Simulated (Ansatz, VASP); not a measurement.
**Ir: VASP beside Ansatz**

INCAR

```
PREC = Accurate ; ENCUT = 500
EDIFF = 1E-6 ; ISMEAR = -1
SIGMA = 0.1 ; LREAL = False
LASPH = True ; NELM = 120
ALGO = Normal ; ISIF = 2
LWAVE = False ; LCHARG = True
LELF = True ; LVHAR = True
NBANDS = 10 ; GGA_COMPAT = False
```

File KPOINTS:

```
regular mesh
0
Gamma
  23 23 23
```

Contents of POSCAR:

```
Ir
1.0
    0.0000000000      1.9556236705      1.9556236705
    1.9556236705      0.0000000000      1.9556236705
    1.9556236705      1.9556236705      0.0000000000
Ir
1
Direct
    0.0000000000      0.0000000000      0.0000000000
```

Input for Ansatz:

```yaml
crystal:
  lattice:
    - [0.0, 1.9556236705, 1.9556236705]
    - [1.9556236705, 0.0, 1.9556236705]
    - [1.9556236705, 1.9556236705, 0.0]
  atoms:
    - { symbol: Ir, position: [0.0, 0.0, 0.0] }
hamiltonian:
  xc: lda
  pseudopotentials:
    kind: paw
    azcp:
      Ir: "pseudopotentials/Ir.paw.azcp"
basis:
  ecutwfc: 420
  fft_grid_basis: typed
kpoints:
  mp_grid: { grid: [23, 23, 23], shift: [0, 0, 0] }
magnetization:
  spin_polarized: false
scf:
  occupations: { method: fermi_dirac, width: 0.1 }
output:
  stress: true
```

Alike in both runs: task single point; functional LDA; k mesh 23 × 23 × 23; occupations fermi-dirac, width 0.1 eV; no spin polarisation.

```csv
,VASP,Ansatz
version,VASP 6.6.1,Ansatz 0.2.0
potentials or method,"VASP PAW LDA potentials, release 64 (Ir), cutoff 500 eV","plane waves (420 eV) with PAW, scalar-relativistic"
valence electrons in the cell,9,17
```

```csv
,VASP,Ansatz,Ansatz less VASP
pressure (GPa),-23.9,-25.7,-1.81
```

Ansatz warns that its potentials were made for another functional, while VASP's fit it. LDA's correlation is that of Perdew and Zunger in VASP and of Perdew and Wang (1992) in Ansatz. VASP's potentials hold 9 valence electrons a cell and Ansatz's 17, so a difference there can come from the potentials and not from the codes.

Spin-orbit coupling is off throughout.
